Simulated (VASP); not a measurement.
Here is a VASP 6.6.1 calculation.

Contents of INCAR:

```
SYSTEM = Mo4C
ALGO     = Normal         ! electronic algorithm
DIPOL    = 0.5 0.5 0.340
EDIFF    = 1E-6           ! SCF threshold, eV
ENCUT    = 520            ! plane-wave cutoff, eV
GGA      = CA             ! functional
IDIPOL   = 3            
ISIF     = 2              ! what is computed and relaxed
ISMEAR   = 0              ! smearing method
LASPH    = .True.         ! aspherical terms in the spheres
LCHARG   = .False.        ! write CHGCAR
LDIPOL   = .True.       
LREAL    = .False.        ! projectors in reciprocal space
LWAVE    = .False.        ! write WAVECAR
NBANDS   = 38             ! bands
NELM     = 100            ! most SCF steps
PREC     = Accurate       ! precision mode
SIGMA    = 0.1            ! smearing width, eV
```

KPOINTS

```
k-points
0
Gamma
  9 9 1
  0 0 0
```

POSCAR

```
Mo4C
1.0
    3.1111816891      0.0000000000      0.0000000000
    0.0000000000      3.1111816891      0.0000000000
    0.0000000000      0.0000000000     21.5098172784
Mo C
4 1
Direct
    0.5000000000      0.5000000000      0.1859615983
    0.0000000000      0.0000000000      0.2582816382
    0.5000000000      0.5000000000      0.3325055024
    0.0000000000      0.0000000000      0.3956248056
    0.3750000000      0.3750000000      0.5281224443
```

Potentials or basis: VASP PAW LDA potentials, release 64 (Mo_sv, C).

Launch:

```sh
$ cat potpaw_LDA.64/Mo_sv/POTCAR potpaw_LDA.64/C/POTCAR > POTCAR
$ mpirun -np 1 vasp_std > vasp.out
```

Question: Estimate the band gap on the k mesh.

Answer: Zero (bands 30 and 31 overlap by 1.06 eV).

Question: Predict the largest force.

Answer: 2.010 eV/Å.

Forces in eV/Å, atoms in the order of the input:
```
Mo   0.017  0.017  1.716
Mo   0.015  0.015 -1.789
Mo  -0.089 -0.089 -0.318
Mo   0.132  0.132  2.002
C   -0.075 -0.075 -1.611
```
